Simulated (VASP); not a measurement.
## Li4C2F: single point with PBE

Li4C2F:

```
CELL_PARAMETERS angstrom
2.68479 0.00000 0.00000
0.00000 2.68479 0.00000
0.00000 0.00000 9.95177
ATOMIC_POSITIONS crystal
Li 0.00000 0.00000 0.71062
Li 0.50000 0.50000 0.50000
Li 0.00000 0.00000 0.28938
Li 0.50000 0.50000 0.00000
C 0.50000 0.50000 0.20162
C 0.50000 0.50000 0.79838
F 0.00000 0.00000 0.50000
```

| Property | Result |
| --- | --- |
| Program | VASP 6.6.1 |
| Task | single point |
| Functional | PBE |
| Potentials or basis | VASP PAW PBE potentials, release 64 (Li_sv, C, F) |
| Cutoff | 520 eV |
| k mesh | 14 × 14 × 4 |
| Occupations | gaussian, width 0.1 eV |
| Spin | no spin polarisation |

```
Largest force : 0.013 eV/Å
```

Forces on the atoms (eV/Å):
```
Li   0.000  0.000 -0.013
Li   0.000  0.000  0.000
Li   0.000  0.000  0.013
Li   0.000  0.000  0.000
C    0.000  0.000  0.006
C    0.000  0.000 -0.006
F    0.000  0.000  0.000
```

Levels at points of the mesh, in eV from the Fermi level:
```tsv
k point	band 10	band 11	band 12	band 13	band 14	band 15	band 16	band 17	band 18	band 19
(0.00, 0.00, 0.00)	-5.88	-2.59	-1.83	2.68	2.68	2.73	2.73	2.82	5.24	5.88
(0.50, 0.00, 0.00)	-5.52	-3.15	-2.80	-0.98	-0.62	3.41	3.69	3.73	5.99	5.99
(0.50, 0.50, 0.00)	-6.14	-2.14	-2.14	-2.05	-2.05	0.83	1.19	6.31	6.31	7.19
(0.00, 0.00, 0.50)	-5.88	-2.26	-2.23	2.68	2.68	2.73	2.73	3.68	3.80	6.61
(0.50, 0.00, 0.50)	-5.52	-3.14	-2.81	-0.85	-0.75	3.50	3.69	3.73	5.62	5.93
(0.50, 0.50, 0.50)	-6.14	-2.17	-2.17	-2.01	-2.01	0.86	1.15	6.18	6.18	7.20
```

Run time: 110 s on 1 thread of Intel(R) Xeon(R) Platinum 8488C (Sapphire Rapids) (shared host), peak memory 0.27 GiB.

Caveat: an odd number of electrons without spin polarisation forces a metal; a magnetic or distorted state may lie lower.
